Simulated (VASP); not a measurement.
# MgO (Pm-3m) in VASP: a series of runs

MgO is run at these levels: r2SCAN; tasks: single point.

All numbers are computed with VASP 6.6.1; they aren't measurements. Logs are shortened: lines on timing, memory, paths and dates and some standing lists are left out, and cuts for length are marked.

**1. The cell of the first run**

Symmetry: Pm-3m, No. 221, cubic system. Conventional cell: a = 2.660 Å, b = 2.660 Å, c = 2.660 Å, α = 90.00°, β = 90.00°, γ = 90.00°. Within 3.0 Å of Mg (site symmetry m-3m) lie 8 O at 2.30 Å and 6 Mg at 2.66 Å. O (site symmetry m-3m) has 8 Mg at 2.30 Å and 6 O at 2.66 Å within 3.0 Å.

**2. Single point, r2SCAN**

The input, POSCAR:

```
MgO
1.0
    2.6604928845      0.0000000000      0.0000000000
    0.0000000000      2.6604928845      0.0000000000
    0.0000000000      0.0000000000      2.6604928845
Mg O
1 1
Direct
    0.0000000000      0.0000000000      0.0000000000
    0.5000000000      0.5000000000      0.5000000000
```

The input, INCAR.step1:

```
SYSTEM = MgO
PREC = Accurate
ENCUT = 660
ISMEAR = 0
SIGMA = 0.05
LREAL = .FALSE.
LASPH = .TRUE.
NELM = 120
NBANDS = 11
GGA = PE
ALGO = Normal
EDIFF = 1E-5
LWAVE = .TRUE.
LCHARG = .FALSE.
GGA_COMPAT = .FALSE.
```

The input, INCAR.step2:

```
SYSTEM = MgO
PREC = Accurate
ENCUT = 660
EDIFF = 1E-6
ISMEAR = 0
SIGMA = 0.05
LREAL = .FALSE.
LASPH = .TRUE.
NELM = 120
ALGO = Normal
ISIF = 2
LWAVE = .FALSE.
LCHARG = .FALSE.
METAGGA = R2SCAN
LMIXTAU = .TRUE.
NBANDS = 11
ISTART = 1
GGA_COMPAT = .FALSE.
```

The input, KPOINTS:

```
Automatic mesh
0
G
  8 8 8
  0 0 0
```

Potentials or basis: VASP PAW PBE potentials, release 64 (Mg, O).

The run is started by

```sh
cat potpaw_PBE.64/Mg/POTCAR potpaw_PBE.64/O/POTCAR > POTCAR
cp INCAR.step1 INCAR
mpirun -np 1 vasp_std > vasp.out
cp INCAR.step2 INCAR
mpirun -np 1 vasp_std > vasp.out
```

OUTCAR:

```text
SYSTEM = MgO
   PREC = Accurate
   ENCUT = 660
   EDIFF = 1E-6
   ISMEAR = 0
   LREAL = .FALSE.
   LASPH = .TRUE.
   NELM = 120
   ISIF = 2
   METAGGA = R2SCAN
   ISTART = 1

 ion  position               nearest neighbor table
   1  0.000  0.000  0.000-   2 2.30   2 2.30   2 2.30   2 2.30   2 2.30   2 2.30   2 2.30   2 2.30

   2  0.500  0.500  0.500-   1 2.30   1 2.30   1 2.30   1 2.30   1 2.30   1 2.30   1 2.30   1 2.30

  LATTYP: Found a simple cubic cell.
 ALAT       =     2.6604928845

  Lattice vectors:

 A1 = (   2.6604928845,   0.0000000000,   0.0000000000)
 A2 = (   0.0000000000,   2.6604928845,   0.0000000000)
 A3 = (   0.0000000000,   0.0000000000,   2.6604928845)

Analysis of symmetry for initial positions (statically):
=====================================================================
 Subroutine PRICEL returns:
 Original cell was already a primitive cell.

 Routine SETGRP: Setting up the symmetry group for a
 simple cubic supercell.

 Subroutine GETGRP returns: Found 48 space group operations
 (whereof 48 operations were pure point group operations)
 out of a pool of 48 trial point group operations.

The static configuration has the point symmetry O_h .

Analysis of symmetry for dynamics (positions and initial velocities):
=====================================================================
 Subroutine PRICEL returns:
 Original cell was already a primitive cell.

 Routine SETGRP: Setting up the symmetry group for a
 simple cubic supercell.

 Subroutine GETGRP returns: Found 48 space group operations
 (whereof 48 operations were pure point group operations)
 out of a pool of 48 trial point group operations.

The dynamic configuration has the point symmetry O_h .

 Subroutine INISYM returns: Found 48 space group operations
 (whereof 48 operations are pure point group operations),
 and found     1 'primitive' translations

----------------------------------------------------------------------------------------

                                     Primitive cell

  volume of cell :      18.8316

  direct lattice vectors                    reciprocal lattice vectors
     2.660492884  0.000000000  0.000000000     0.375870203  0.000000000  0.000000000
     0.000000000  2.660492884  0.000000000     0.000000000  0.375870203  0.000000000
     0.000000000  0.000000000  2.660492884     0.000000000  0.000000000  0.375870203

  length of vectors
     2.660492884  2.660492884  2.660492884     0.375870203  0.375870203  0.375870203

  position of ions in fractional coordinates (direct lattice)
     0.000000000  0.000000000  0.000000000
     0.500000000  0.500000000  0.500000000

  ion indices of the primitive-cell ions
   primitive index   ion index
                 1           1
                 2           2

----------------------------------------------------------------------------------------

 KPOINTS: Automatic mesh

Automatic generation of k-mesh.
 Grid dimensions read from file:
 generate k-points for:    8    8    8

 Generating k-lattice:

  Cartesian coordinates                     Fractional coordinates (reciprocal lattice)
     0.046983775  0.000000000  0.000000000     0.125000000  0.000000000  0.000000000
     0.000000000  0.046983775  0.000000000     0.000000000  0.125000000  0.000000000
     0.000000000  0.000000000  0.046983775     0.000000000  0.000000000  0.125000000

  Length of vectors
     0.046983775  0.046983775  0.046983775

  Shift w.r.t. Gamma in fractional coordinates (k-lattice)
     0.000000000  0.000000000  0.000000000

 Subroutine IBZKPT returns following result:
 ===========================================

 Found     35 irreducible k-points:

 Following reciprocal coordinates:
            Coordinates               Weight
  0.000000  0.000000  0.000000      1.000000
  0.125000  0.000000  0.000000      6.000000
  0.250000  0.000000  0.000000      6.000000
  0.375000  0.000000  0.000000      6.000000
  0.500000  0.000000  0.000000      3.000000
  0.125000  0.125000  0.000000     12.000000
[... 16 lines left out ...]
  0.375000  0.375000  0.125000     24.000000
  0.500000  0.375000  0.125000     24.000000
 [... further k-points ...]
   k-points           NKPTS =     35   k-points in BZ     NKDIM =     35   number of bands    NBANDS=     11
   number of dos      NEDOS =    301   number of ions     NIONS =      2
   total plane-waves  NPLWV =  13824
   dimension x,y,z NGX =    24 NGY =   24 NGZ =   24
   dimension x,y,z NGXF=    48 NGYF=   48 NGZF=   48
   ions per type =               1   1
   NGX,Y,Z   is equivalent  to a cutoff of  15.00, 15.00, 15.00 a.u.
   NGXF,Y,Z  is equivalent  to a cutoff of  29.99, 29.99, 29.99 a.u.
 SYSTEM =  MgO
   PREC   = accura    normal or accurate (medium, high low for compatibility)
   ISTART =      1    job   : 0-new  1-cont  2-samecut
   ICHARG =      0    charge: 1-file 2-atom 10-const
   ISPIN  =      1    spin polarized calculation?
   LNONCOLLINEAR =      F non collinear calculations
   LSORBIT =      F    spin-orbit coupling
   LASPH  =      T    aspherical Exc in radial PAW
   ENCUT  =  660.0 eV  48.51 Ry    6.96 a.u.   5.57  5.57  5.57*2*pi/ulx,y,z
   NELM   =    120;   NELMIN=  2; NELMDL=  0     # of ELM steps
   EDIFF  = 0.1E-05   stopping-criterion for ELM
   LREAL  =      F    real-space projection
   EDIFFG = 0.1E-04   stopping-criterion for IOM
   NSW    =      0    number of steps for IOM
   IBRION =     -1    ionic relax: 0-MD 1-quasi-New 2-CG
   NFREE  =      0    steps in history (QN), initial steepest desc. (CG)
   ISIF   =      2    stress and relaxation
   ISYM   =      2    0-nonsym 1-usesym 2-fastsym
   POTIM  = 0.5000    time-step for ionic-motion
   TEBEG  =    0.0;   TEEND  =   0.0 temperature during run
   PSTRESS=    0.0 pullay stress
   NELECT =       8.0000    total number of electrons
   NUPDOWN=      -1.0000    fix difference up-down
   EMIN   =  10.00;   EMAX   =-10.00  energy-range for DOS
   EFERMI =   0.00;   METHOD = LEGACY
   ISMEAR =     0;   SIGMA  =   0.05  broadening in eV -4-tet -1-fermi 0-gaus
   EFERMI_NEDOS =   21; number of points for ismear=-14 and -15
   IALGO  =     38    algorithm
   IMIX   =      4    mixing-type and parameters
     AMIX     =   0.40;   BMIX     =  1.00
     AMIX_MAG =   1.60;   BMIX_MAG =  1.00
  volume/ion in A,a.u.               =       9.42        63.54
  Fermi-wavevector in a.u.,A,eV,Ry     =   1.230673  2.325635 20.606791  1.514556
  Thomas-Fermi vector in A             =   2.365513
   LORBIT       =      0    0 simple, 1 ext, 2 COOP (PROOUT), +10 PAW based schemes
   METAGGA = R2SCAN    functional components
   LHFCALC =     F    Hartree Fock is set to
   AEXX    =    0.0000 exact exchange contribution
   IVDW    =     0    specifies the selected vdW correction
   LEPSILON=     F    determine dielectric tensor
   LRPA    =     F    only Hartree local field effects (RPA)
 non-spin polarized calculation
 Gauss-broadening in eV      SIGMA  =   0.05
  energy-cutoff  :      660.00
  volume of cell :       18.83
 maximum number of plane-waves:       739
 NGX is ok and might be reduce to    24
   NGX = 11   NGY = 11   NGZ = 11

 number of electron       8.0000001 magnetization

 Free energy of the ion-electron system (eV)
  ---------------------------------------------------
  ext. energy  EPLUGINS =         0.00000000
  ---------------------------------------------------
  free energy    TOTEN  =       -14.51218082 eV

  energy without entropy =      -14.51218082  energy(sigma->0) =      -14.51218082

 E-fermi :   4.6587     XC(G=0): -11.6649

 val. band max:        4.4360506858   @ k =   0.5000   0.5000   0.0000
 cond. band min:       7.4921769080   @ k =   0.0000   0.0000   0.0000
 fundamental gap:      3.0561262222
 Fermi energy:         4.6587018215

 k-point     1 :       0.0000    0.0000    0.0000
  band No.  band energies     occupation
      1     -14.8602      2.00000
      2       3.4251      2.00000
      3       3.4251      2.00000
      4       3.4251      2.00000
      5       7.4922      0.00000
      6      15.8080      0.00000
      7      15.8080      0.00000
      8      25.6079      0.00000
      9      25.6079      0.00000
     10      25.6079      0.00000
     11      32.8875      0.00000

 k-point     2 :       0.1250    0.0000    0.0000
  band No.  band energies     occupation
      1     -14.7173      2.00000
      2       2.2593      2.00000
      3       3.4885      2.00000
      4       3.4885      2.00000
      5       8.3544      0.00000
      6      16.0745      0.00000
      7      16.1364      0.00000
      8      25.3126      0.00000
      9      25.3126      0.00000
     10      25.9232      0.00000
     11      31.5819      0.00000

 k-point     3 :       0.2500    0.0000    0.0000
  band No.  band energies     occupation
      1     -14.3460      2.00000
      2       0.2728      2.00000
      3       3.6462      2.00000
      4       3.6462      2.00000
      5       9.7931      0.00000
      6      16.1232      0.00000
      7      17.1108      0.00000
      8      24.4908      0.00000
      9      24.4908      0.00000
     10      27.5102      0.00000
     11      28.3262      0.00000

 k-point     4 :       0.3750    0.0000    0.0000
  band No.  band energies     occupation
      1     -13.9278      2.00000
      2      -1.3063      2.00000
      3       3.8108      2.00000
      4       3.8108      2.00000
      5      11.2239      0.00000
      6      15.3233      0.00000
      7      18.6593      0.00000
      8      23.5861      0.00000
      9      23.5861      0.00000
     10      24.7590      0.00000
     11      29.3146      0.00000
[... 239 lines left out ...]
 k-point    22 :       0.5000    0.2500    0.1250
  band No.  band energies     occupation
      1     -13.2483      2.00000
      2      -0.9807      2.00000
      3       1.6925      2.00000
      4       3.4658      2.00000
      5      12.7827      0.00000
      6      14.6867      0.00000
      7      16.4148      0.00000
      8      22.1057      0.00000
      9      23.5536      0.00000
     10      24.6320      0.00000
     11      29.7729      0.00000

 k-point    23 :       0.3750    0.3750    0.1250
  band No.  band energies     occupation
      1     -13.0904      2.00000
      2      -0.0300      2.00000
      3       0.3320      2.00000
      4       3.5992      2.00000
      5      11.7111      0.00000
      6      15.3497      0.00000
      7      16.7014      0.00000
      8      20.8217      0.00000
      9      23.7611      0.00000
     10      24.7851      0.00000
     11      29.4786      0.00000

 k-point    24 :       0.5000    0.3750    0.1250
  band No.  band energies     occupation
      1     -12.9477      2.00000
      2      -0.3628      2.00000
      3       0.4219      2.00000
      4       3.7059      2.00000
      5      11.1441      0.00000
      6      15.9260      0.00000
      7      16.4639      0.00000
      8      20.3173      0.00000
      9      24.0896      0.00000
     10      24.5616      0.00000
     11      28.7235      0.00000

 [... further k-points ...]
[... 5 lines left out ...]
  --------------------------------------------------------------------------------------
  -------------------------------------------------------------------------------------
  Total       -0.8711837     -0.8711837     -0.8711837      0.0000000      0.0000000      0.0000000
  in kB      -74.1197604    -74.1197604    -74.1197604      0.0000000      0.0000000      0.0000000
  external PRESSURE =     -74.1197604 kB  Pullay stress =       0.0000000 kB

 VOLUME and BASIS-vectors are now :
 -----------------------------------------------------------------------------
  energy-cutoff  :      660.00
  volume of cell :       18.83
      direct lattice vectors                 reciprocal lattice vectors
     2.660492884  0.000000000  0.000000000     0.375870203  0.000000000  0.000000000
     0.000000000  2.660492884  0.000000000     0.000000000  0.375870203  0.000000000
     0.000000000  0.000000000  2.660492884     0.000000000  0.000000000  0.375870203

 POSITION                                       TOTAL-FORCE (eV/Angst)
 -----------------------------------------------------------------------------------
      0.00000      0.00000      0.00000         0.000000      0.000000      0.000000
      1.33025      1.33025      1.33025         0.000000      0.000000      0.000000
 -----------------------------------------------------------------------------------
    total drift:                                0.000000     -0.000000     -0.000000

  FREE ENERGIE OF THE ION-ELECTRON SYSTEM (eV)
  ---------------------------------------------------
  free  energy   TOTEN  =       -14.5121808198 eV

  energy  without entropy=      -14.5121808198  energy(sigma->0) =      -14.51218082
```

It took 60 s on 1 thread of Intel Xeon 8259CL, shared host; peak memory 0.15 GiB.

Results:

| Item | Value |
| --- | --- |
| Free energy | -14.5122 eV |
| Pressure | -7.4 GPa |
| Band gap on the k mesh | 3.06 eV, indirect (least direct gap 4.07 eV) |

Caveat: the PAW data sets were made with another functional, which shifts forces and pressure a little. A k mesh can miss the band edges.

**3. Single point, r2SCAN (volume scaled by 0.920)**

The input, POSCAR:

```
MgO
1.0
    2.5519312199      0.0000000000      0.0000000000
    0.0000000000      2.5519312199      0.0000000000
    0.0000000000      0.0000000000      2.5519312199
Mg O
1 1
Direct
    0.0000000000      0.0000000000      0.0000000000
    0.5000000000      0.5000000000      0.5000000000
```

The input, INCAR.step1:

```
SYSTEM = MgO
  ALGO = Normal
  EDIFF = 1E-5
  ENCUT = 660
  GGA = PE
  GGA_COMPAT = .False.
  ISMEAR = 0
  LASPH = .True.
  LCHARG = .False.
  LREAL = .False.
  LWAVE = .True.
  NBANDS = 15
  NELM = 120
  PREC = Accurate
  SIGMA = 0.05
```

The input, INCAR.step2:

```
SYSTEM = MgO
  ALGO = Normal
  EDIFF = 1E-6
  ENCUT = 660
  GGA_COMPAT = .False.
  ISIF = 2
  ISMEAR = 0
  ISTART = 1
  LASPH = .True.
  LCHARG = .False.
  LMIXTAU = .True.
  LREAL = .False.
  LWAVE = .False.
  METAGGA = R2SCAN
  NBANDS = 15
  NELM = 120
  PREC = Accurate
  SIGMA = 0.05
```

The input, KPOINTS:

```
k-points
0
Gamma
  10 10 10
  0 0 0
```

Potentials or basis: VASP PAW PBE potentials, release 64 (Mg_sv, O).

The run is started by

```sh
cat potpaw_PBE.64/Mg_sv/POTCAR potpaw_PBE.64/O/POTCAR > POTCAR
cp INCAR.step1 INCAR
mpirun -np 1 vasp_std > vasp.out
cp INCAR.step2 INCAR
mpirun -np 1 vasp_std > vasp.out
```

Wall time 32 s (1 thread of Intel Xeon Platinum 8488C (Sapphire Rapids), shared host); peak memory 0.14 GiB.

It converged, with:

- Free energy: -14.4859 eV
- Pressure: 15.0 GPa
- Band gap on the k mesh: 4.39 eV, indirect (least direct gap 5.54 eV)

Levels at points of the mesh, in eV from the valence-band top:
```tsv
k point	band 5	band 6	band 7	band 8	band 9	band 10	band 11	band 12
(0.00, 0.00, 0.00)	-20.17	-1.15	-1.15	-1.15	4.39	11.65	11.65	23.51
(0.50, 0.00, 0.00)	-18.72	-7.12	-0.66	-0.66	8.86	11.71	16.35	18.98
(0.50, 0.50, 0.00)	-17.75	-5.27	-5.27	0.00	6.30	14.52	14.52	15.20
(0.50, 0.50, 0.50)	-16.71	-4.21	-4.21	-4.21	8.87	8.87	8.87	19.87
```

Caveat: the PAW data sets were made with another functional, which shifts forces and pressure a little.
